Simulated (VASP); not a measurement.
Mg3PN, 5 atoms in the cell. The structure is cubic, space group Pm-3m (No. 221). The conventional cell has a = 4.152 Å, b = 4.152 Å, c = 4.152 Å, α = 90.00°, β = 90.00°, γ = 90.00°. Within 3.9 Å of P (site symmetry m-3m) lie 12 Mg at 2.94 Å and 8 N at 3.60 Å. Within 2.7 Å of N (site symmetry m-3m) lie 6 Mg at 2.08 Å. Within 2.7 Å of Mg (site symmetry 4/mmm) lie 2 N at 2.08 Å. 

| Quantity | Value |
| --- | --- |
| Program | VASP 6.6.1 |
| Task | dielectric tensor |
| Functional | r2SCAN |
| Potentials or basis | VASP PAW PBE potentials, release 64 (P, N, Mg) |
| Cutoff | 520 eV |
| k mesh | 6 × 6 × 6 |
| Occupations | gaussian, width 0.01 eV |
| Spin | no spin polarisation |
| Dipole correction | no |
| Further INCAR settings | ALGO = Normal; EDIFF = 1e-08 |

Potentials or basis: VASP PAW PBE potentials, release 64 (P, N, Mg).

Command:

```bash
$ cat potpaw_PBE.64/P/POTCAR potpaw_PBE.64/N/POTCAR potpaw_PBE.64/Mg/POTCAR > POTCAR
$ mpirun -np 1 vasp_std > vasp.out
```

Hardware: 1 thread of Intel(R) Xeon(R) Platinum 8259CL CPU @ 2.50GHz (Skylake/Cascade Lake), with other jobs on the host.

Question: How long does it take, and how much memory?

Answer: Run time: 18 min on 1 thread of Intel(R) Xeon(R) Platinum 8259CL CPU @ 2.50GHz (Skylake/Cascade Lake), with other jobs on the host, peak memory 0.34 GiB. Counts: scf iterations 86, k points 20.
